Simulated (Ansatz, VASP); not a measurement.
Rb in VASP and in Ansatz

```
Rb
1.0
     4.98065    0.00000    0.00000
    -2.49032    4.31337    0.00000
     0.00000    0.00000    8.15477
Rb
2
Direct
  0.66667 0.33333 0.25345
  0.33333 0.66667 0.74655
```

Alike in both runs: functional PBE; k mesh 6 × 6 × 2; occupations gaussian, width 0.1 eV; no spin polarisation.

Ansatz relaxed the structure, and its values are those at the end. VASP's run is a single point on that final structure, the one shown.

|  | VASP | Ansatz |
| --- | --- | --- |
| version | VASP 6.6.1 | Ansatz 0.2.0 |
| potentials or method | VASP PAW PBE potentials, release 64 (Rb_sv), cutoff 520 eV | scalar-relativistic, plane waves, PAW |
| valence electrons in the cell | 18 | 18 |

```tsv
	VASP	Ansatz	Ansatz less VASP
gap on the k mesh at the Fermi level (eV)	none	none	-
pressure (GPa)	0.1	0.1	0.00
rms of the force components (eV/Å)	0.015	0.015	-0.0001
```

A gap of «none» marks a metal or a gap that the smearing closes.

The k mesh is coarse, so the values compare programs but aren't converged.
